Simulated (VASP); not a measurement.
# Rh (Fm-3m) in VASP: a series of runs

Rh is run at these levels: r2SCAN; tasks: single point, relaxation of cell and atoms.

All numbers are computed with VASP 6.6.1; they aren't measurements. Logs are shortened: lines on timing, memory, paths and dates and some standing lists are left out, and cuts for length are marked.

## 1. The cell of the first run

It takes space group Fm-3m (No. 225, cubic). The conventional cell has a = 3.800 Å, b = 3.800 Å, c = 3.800 Å, α = 90.00°, β = 90.00°, γ = 90.00°. Rh (site symmetry m-3m) has 12 Rh at 2.69 Å within 3.5 Å.

## 2. Single point, r2SCAN

Input file POSCAR:

```
Rh
1.0
    0.0000000000      1.8999717037      1.8999717037
    1.8999717037      0.0000000000      1.8999717037
    1.8999717037      1.8999717037      0.0000000000
Rh
1
Direct
    0.0000000000      0.0000000000      0.0000000000
```

Input file INCAR.step1:

```
PREC = Accurate
ENCUT = 520
ISMEAR = 0
SIGMA = 0.1
LREAL = F
LASPH = T
NELM = 100
NBANDS = 14
GGA = PE
ALGO = Normal
EDIFF = 1E-4
LWAVE = T
LCHARG = F
```

Input file INCAR.step2:

```
PREC = Accurate
ENCUT = 520
EDIFF = 1E-7
ISMEAR = 0
SIGMA = 0.1
LREAL = F
LASPH = T
NELM = 100
ALGO = Normal
ISIF = 2
LWAVE = F
LCHARG = F
METAGGA = R2SCAN
LMIXTAU = T
NBANDS = 14
ISTART = 1
```

Input file KPOINTS:

```
Automatic mesh
0
Gamma
  18 18 18
```

Potentials or basis: VASP PAW PBE potentials, release 64 (Rh_pv).

Run with:

```
$ cat potpaw_PBE.64/Rh_pv/POTCAR > POTCAR
$ cp INCAR.step1 INCAR
$ mpirun -np 1 vasp_std > vasp.out
$ cp INCAR.step2 INCAR
$ mpirun -np 1 vasp_std > vasp.out
```

OUTCAR:

```text
PREC = Accurate
   ENCUT = 520
   EDIFF = 1E-7
   ISMEAR = 0
   LREAL = F
   LASPH = T
   NELM = 100
   ISIF = 2
   METAGGA = R2SCAN
   ISTART = 1

 ion  position               nearest neighbor table
   1  0.000  0.000  0.000-

  LATTYP: Found a face centered cubic cell.
 ALAT       =     3.7999434074

  Lattice vectors:

 A1 = (   0.0000000000,   1.8999717037,   1.8999717037)
 A2 = (   1.8999717037,   0.0000000000,   1.8999717037)
 A3 = (   1.8999717037,   1.8999717037,   0.0000000000)

Analysis of symmetry for initial positions (statically):
=====================================================================
 Subroutine PRICEL returns:
 Original cell was already a primitive cell.

 Routine SETGRP: Setting up the symmetry group for a
 face centered cubic supercell.

 Subroutine GETGRP returns: Found 48 space group operations
 (whereof 48 operations were pure point group operations)
 out of a pool of 48 trial point group operations.

The static configuration has the point symmetry O_h .

Analysis of symmetry for dynamics (positions and initial velocities):
=====================================================================
 Subroutine PRICEL returns:
 Original cell was already a primitive cell.

 Routine SETGRP: Setting up the symmetry group for a
 face centered cubic supercell.

 Subroutine GETGRP returns: Found 48 space group operations
 (whereof 48 operations were pure point group operations)
 out of a pool of 48 trial point group operations.

The dynamic configuration has the point symmetry O_h .

 Subroutine INISYM returns: Found 48 space group operations
 (whereof 48 operations are pure point group operations),
 and found     1 'primitive' translations

----------------------------------------------------------------------------------------

                                     Primitive cell

  volume of cell :      13.7174

  direct lattice vectors                    reciprocal lattice vectors
     0.000000000  1.899971704  1.899971704    -0.263161814  0.263161814  0.263161814
     1.899971704  0.000000000  1.899971704     0.263161814 -0.263161814  0.263161814
     1.899971704  1.899971704  0.000000000     0.263161814  0.263161814 -0.263161814

  length of vectors
     2.686965751  2.686965751  2.686965751     0.455809632  0.455809632  0.455809632

  position of ions in fractional coordinates (direct lattice)
     0.000000000  0.000000000  0.000000000

  ion indices of the primitive-cell ions
[... 81 lines left out ...]
   ISYM   =      2    0-nonsym 1-usesym 2-fastsym
   POTIM  = 0.5000    time-step for ionic-motion
   TEBEG  =    0.0;   TEEND  =   0.0 temperature during run
   PSTRESS=    0.0 pullay stress
   NELECT =      15.0000    total number of electrons
   NUPDOWN=      -1.0000    fix difference up-down
   EMIN   =  10.00;   EMAX   =-10.00  energy-range for DOS
   EFERMI =   0.00;   METHOD = LEGACY
   ISMEAR =     0;   SIGMA  =   0.10  broadening in eV -4-tet -1-fermi 0-gaus
   EFERMI_NEDOS =   21; number of points for ismear=-14 and -15
   IALGO  =     38    algorithm
   IMIX   =      4    mixing-type and parameters
     AMIX     =   0.40;   BMIX     =  1.00
     AMIX_MAG =   1.60;   BMIX_MAG =  1.00
  volume/ion in A,a.u.               =      13.72        92.57
  Fermi-wavevector in a.u.,A,eV,Ry     =   1.686610  3.187232 38.703878  2.844655
  Thomas-Fermi vector in A             =   2.769244
   LORBIT       =      0    0 simple, 1 ext, 2 COOP (PROOUT), +10 PAW based schemes
   METAGGA = R2SCAN    functional components
   LHFCALC =     F    Hartree Fock is set to
   AEXX    =    0.0000 exact exchange contribution
   IVDW    =     0    specifies the selected vdW correction
   LEPSILON=     F    determine dielectric tensor
   LRPA    =     F    only Hartree local field effects (RPA)
 non-spin polarized calculation
 Gauss-broadening in eV      SIGMA  =   0.10
  energy-cutoff  :      520.00
  volume of cell :       13.72
 maximum number of plane-waves:       380
   NGX =  9   NGY =  9   NGZ =  9

 number of electron      15.0000007 magnetization

 Free energy of the ion-electron system (eV)
  ---------------------------------------------------
  ext. energy  EPLUGINS =         0.00000000
  ---------------------------------------------------
  free energy    TOTEN  =       -24.13982212 eV

  energy without entropy =      -24.13304469  energy(sigma->0) =      -24.13643340

 E-fermi :  11.7803     XC(G=0): -15.2244

 val. band max:       11.7796175239   @ k =   0.5000   0.2222   0.1111
 cond. band min:      11.7941954695   @ k =   0.5000   0.3889   0.0000
 fundamental gap:      0.0145779456
 Fermi energy:        11.7803475743

 k-point     1 :       0.0000    0.0000    0.0000
  band No.  band energies     occupation
      1     -36.0219      2.00000
      2     -36.0219      2.00000
      3     -36.0219      2.00000
      4       3.5767      2.00000
      5       8.5890      2.00000
      6       8.5890      2.00000
      7       8.5890      2.00000
      8      10.6967      2.00000
      9      10.6967      2.00000
     10      28.4896      0.00000
     11      29.1458      0.00000
     12      34.2549      0.00000
     13      34.2549      0.00000
     14      34.2549      0.00000
[... 377 lines left out ...]
      1     -36.4052      2.00000
      2     -36.0999      2.00000
      3     -36.0654      2.00000
      4       5.4696      2.00000
      5       8.2522      2.00000
      6       8.9826      2.00000
      7       9.0351      2.00000
      8      10.5190      2.00000
      9      11.2319      2.00000
     10      28.0234      0.00000
     11      29.1459      0.00000
     12      30.2721      0.00000
     13      35.7527      0.00000
     14      37.7017      0.00000

 [... further k-points ...]

------------------------ aborting loop because EDIFF is reached ----------------------------------------

  FORCE on cell =-STRESS in cart. coord.  units (eV):
  Direction    XX          YY          ZZ          XY          YZ          ZX
  --------------------------------------------------------------------------------------
  -------------------------------------------------------------------------------------
  Total        0.1032880      0.1032880      0.1032880     -0.0000000     -0.0000000      0.0000000
  in kB       12.0639407     12.0639407     12.0639407     -0.0000000     -0.0000000      0.0000000
  external PRESSURE =      12.0639407 kB  Pullay stress =       0.0000000 kB

 VOLUME and BASIS-vectors are now :
 -----------------------------------------------------------------------------
  energy-cutoff  :      520.00
  volume of cell :       13.72
      direct lattice vectors                 reciprocal lattice vectors
     0.000000000  1.899971704  1.899971704    -0.263161814  0.263161814  0.263161814
     1.899971704  0.000000000  1.899971704     0.263161814 -0.263161814  0.263161814
     1.899971704  1.899971704  0.000000000     0.263161814  0.263161814 -0.263161814

 POSITION                                       TOTAL-FORCE (eV/Angst)
 -----------------------------------------------------------------------------------
      0.00000      0.00000      0.00000        -0.000000     -0.000000     -0.000000
 -----------------------------------------------------------------------------------
    total drift:                               -0.000000     -0.000000     -0.000000

  FREE ENERGIE OF THE ION-ELECTRON SYSTEM (eV)
  ---------------------------------------------------
  free  energy   TOTEN  =       -24.1398221195 eV

  energy  without entropy=      -24.1330446866  energy(sigma->0) =      -24.13643340
```

Run time: 2.6 min. Hardware: 1 thread of AMD EPYC 7R43 (Zen 3), shared host; peak memory 0.11 GiB.

What came out:

```yaml
Free_energy: -24.1398 eV
Pressure: 1.2 GPa
```

Caveat: the PAW data sets were made with another functional, which shifts forces and pressure a little.

## 3. Relaxation of cell and atoms, r2SCAN

This run uses another cell than the first one, of 13.78 Å³/atom, 1.005 times its volume.

Input file POSCAR:

```
Rh
1.0
    0.0000000000      1.9029860900      1.9029860900
    1.9029860900      0.0000000000      1.9029860900
    1.9029860900      1.9029860900      0.0000000000
Rh
1
Direct
    0.0000000000      0.0000000000      0.0000000000
```

Input file INCAR.step1:

```
SYSTEM = Rh
PREC = Accurate
ENCUT = 600
ISMEAR = 0
SIGMA = 0.1
LREAL = .False.
LASPH = .True.
NELM = 60
GGA = PE
ALGO = Normal
EDIFF = 1E-4
LWAVE = .True.
LCHARG = .False.
```

Input file INCAR.step2:

```
SYSTEM = Rh
PREC = Accurate
ENCUT = 600
EDIFF = 1E-6
ISMEAR = 0
SIGMA = 0.1
LREAL = .False.
LASPH = .True.
NELM = 60
ALGO = Normal
ISIF = 3
LWAVE = .False.
LCHARG = .False.
METAGGA = R2SCAN
LMIXTAU = .True.
IBRION = 2
NSW = 100
EDIFFG = -0.005
ISTART = 1
```

Input file KPOINTS:

```
regular mesh
0
Gamma
  18 18 18
  0 0 0
```

Potentials or basis: VASP PAW PBE potentials, release 64 (Rh_pv).

Run with:

```
$ cat potpaw_PBE.64/Rh_pv/POTCAR > POTCAR
$ cp INCAR.step1 INCAR
$ mpirun -np 1 vasp_std > vasp.out
$ cp INCAR.step2 INCAR
$ mpirun -np 1 vasp_std > vasp.out
```

It took 6.4 min on 1 thread of AMD EPYC 7R43 (Zen 3), shared host; peak memory 0.14 GiB.

Results (log left out):

- Free energy: -24.1392 eV
- Relaxed volume: 13.77 Å³/atom
- Relaxed cell: a = 2.690 Å, b = 2.690 Å, c = 2.690 Å, α = 60.00°, β = 60.00°, γ = 60.00°
- Space group after relaxing (to 0.05 Å): Fm-3m (No. 225)
- Energy gained by relaxing: 0.0 meV/atom
- Ionic steps: 3
- Pressure after relaxing: 0.0 GPa

Final structure:
```
CELL_PARAMETERS angstrom
0.00000 1.90239 1.90239
1.90239 0.00000 1.90239
1.90239 1.90239 0.00000
ATOMIC_POSITIONS crystal
Rh 0.00000 0.00000 0.00000
```

Levels at points of the mesh, in eV from the Fermi level:
| k point | band 3 | band 4 | band 5 | band 6 | band 7 | band 8 | band 9 | band 10 | band 11 |
| --- | --- | --- | --- | --- | --- | --- | --- | --- | --- |
| (0.00, 0.00, 0.00) | -47.80 | -8.17 | -3.17 | -3.17 | -3.17 | -1.08 | -1.08 | 16.71 | 17.37 |
| (0.50, 0.00, 0.00) | -47.90 | -6.33 | -3.29 | -3.29 | 0.58 | 0.58 | 0.90 | 9.06 | 16.27 |
| (0.50, 0.50, 0.00) | -48.08 | -6.54 | -6.17 | 0.50 | 1.04 | 1.04 | 3.47 | 12.85 | 13.99 |

Caveat: the PAW data sets were made with another functional, which shifts forces and pressure a little.
